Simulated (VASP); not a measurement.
A run of VASP 6.6.1 is set up as follows.

File INCAR:

```
SYSTEM = BaCd3Se4
  PREC = Accurate
  ENCUT = 600
  EDIFF = 1E-7
  ISMEAR = 0
  SIGMA = 0.15
  LREAL = .False.
  LASPH = .True.
  NELM = 60
  ALGO = Normal
  ISIF = 3
  LWAVE = .False.
  LCHARG = .False.
  GGA = PE
  IBRION = 2
  NSW = 36
  EDIFFG = -0.08
```

File KPOINTS:

```
Automatic mesh
0
Gamma
  2 2 2
  0 0 0
```

Contents of POSCAR:

```
BaCd3Se4
1.0
    5.8892219000      0.0000000000      0.0000000000
    0.0000000000      5.8892219000      0.0000000000
    0.0000000000      0.0000000000      5.8892219000
Ba Cd Se
1 3 4
Direct
    0.5000000000      0.5000000000      0.5000000000
    0.5000000000      0.0000000000      0.0000000000
    0.0000000000      0.5000000000      0.0000000000
    0.0000000000      0.0000000000      0.5000000000
    0.0000000000      0.5000000000      0.5000000000
    0.5000000000      0.0000000000      0.5000000000
    0.5000000000      0.5000000000      0.0000000000
    0.0000000000      0.0000000000      0.0000000000
```

Potentials or basis: VASP PAW PBE potentials, release 64 (Ba_sv, Cd, Se).

The run is started by

```bash
$ cat potpaw_PBE.64/Ba_sv/POTCAR potpaw_PBE.64/Cd/POTCAR potpaw_PBE.64/Se/POTCAR > POTCAR
$ mpirun -np 1 vasp_std > vasp.out
```

Estimate the relaxed volume.

28.51 Å³/atom.

What does it give for the relaxed cell?

a = 6.110 Å, b = 6.110 Å, c = 6.110 Å, α = 90.00°, β = 90.00°, γ = 90.00°.

Final structure:
```yaml
crystal:
  lattice:
    - [6.10986, 0.00000, 0.00000]
    - [0.00000, 6.10986, 0.00000]
    - [0.00000, 0.00000, 6.10986]
  atoms:
    - { symbol: Ba, position: [0.50000, 0.50000, 0.50000] }
    - { symbol: Cd, position: [0.50000, 0.00000, 0.00000] }
    - { symbol: Cd, position: [0.00000, 0.50000, 0.00000] }
    - { symbol: Cd, position: [0.00000, 0.00000, 0.50000] }
    - { symbol: Se, position: [0.00000, 0.50000, 0.50000] }
    - { symbol: Se, position: [0.50000, 0.00000, 0.50000] }
    - { symbol: Se, position: [0.50000, 0.50000, 0.00000] }
    - { symbol: Se, position: [0.00000, 0.00000, 0.00000] }
```

Caveat: the k points lie up to 0.51 Å⁻¹ apart in the final cell.
